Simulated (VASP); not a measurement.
Wanted: the native input for a VASP 6.6.1 run.

```
Task                   : single point
Functional             : PBE
Potentials or basis    : VASP PAW PBE potentials, release 64 (K_sv, F)
Cutoff                 : 520 eV
k mesh                 : 8 × 8 × 8
Occupations            : fermi-dirac, width 0.02 eV
Spin                   : no spin polarisation
Dipole correction      : no
Further INCAR settings : ALGO = Normal; EDIFF = 1e-06; NBANDS = 15
```

The structure of KF lies in POSCAR:

```
KF
1.0
    3.1868179191      0.0079471769      0.0079471769
    0.0079471769      3.1868179191      0.0079471769
    0.0079471769      0.0079471769      3.1868179191
K F
1 1
Direct
    0.0000000000      0.0000000000      0.0000000000
    0.5000000000      0.5000000000      0.5000000000
```

This cell differs from its parent crystal: strain along [111] +0.8%.

The input as run:

INCAR

```
PREC = Accurate ; ENCUT = 520
EDIFF = 1E-6 ; ISMEAR = -1
SIGMA = 0.02 ; LREAL = False
LASPH = True ; NELM = 80
ALGO = Normal ; ISIF = 2
LWAVE = False ; LCHARG = False
GGA = PE ; NBANDS = 15
```

KPOINTS

```
regular mesh
0
Gamma
  8 8 8
```

Potentials or basis: VASP PAW PBE potentials, release 64 (K_sv, F).

Command:

```bash
$ cat potpaw_PBE.64/K_sv/POTCAR potpaw_PBE.64/F/POTCAR > POTCAR
$ mpirun -np 1 vasp_std > vasp.out
```

Results of the run:

- Pressure: 2.6 GPa
- Band gap on the k mesh: 6.74 eV, indirect (least direct gap 6.78 eV)

Caveat: the cell differs from its parent crystal (strain along [111] +0.8%).

It took 16 s on 1 thread of Intel(R) Xeon(R) Platinum 8259CL CPU @ 2.50GHz (Skylake/Cascade Lake), with other jobs on the host, peak memory 0.15 GiB.
